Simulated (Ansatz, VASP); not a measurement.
# BN: VASP beside Ansatz

```
CELL_PARAMETERS angstrom
2.54332 0.00000 0.00000
-1.27166 2.20258 0.00000
0.00000 0.00000 4.20685
ATOMIC_POSITIONS crystal
B 0.33333 0.66667 0.94327
B 0.66667 0.33333 0.44327
N 0.33333 0.66667 0.43073
N 0.66667 0.33333 0.93073
```

Change from the starting cell: polar distortion scaled by 0.10.

Alike in both runs: task single point; functional r2SCAN; k mesh 12 × 12 × 6; no spin polarisation.

|  | VASP | Ansatz |
| --- | --- | --- |
| version | VASP 6.6.1 | Ansatz 0.2.0 |
| potentials or method | VASP PAW PBE potentials, release 64 (B, N), cutoff 520 eV | scalar-relativistic, plane waves, PAW |
| occupations | gaussian, width 0.01 eV | fixed |
| valence electrons in the cell | 16 | 16 |

```tsv
	VASP	Ansatz	Ansatz less VASP
gap on the k mesh at the Fermi level (eV)	3.88	3.83	-0.049
least direct gap on the mesh (eV)	5.77	5.70	-0.070
pressure (GPa)	27.8	26.6	-1.19
traceless stress, the component that is largest in VASP (GPa)	49.59	50.30	+0.708
rms of the force components (eV/Å)	0.454	0.464	+0.0102
```

VASP's potentials were made for PBE, not for r2SCAN. Atom by atom the forces differ by 0.010 eV/Å (rms over components).
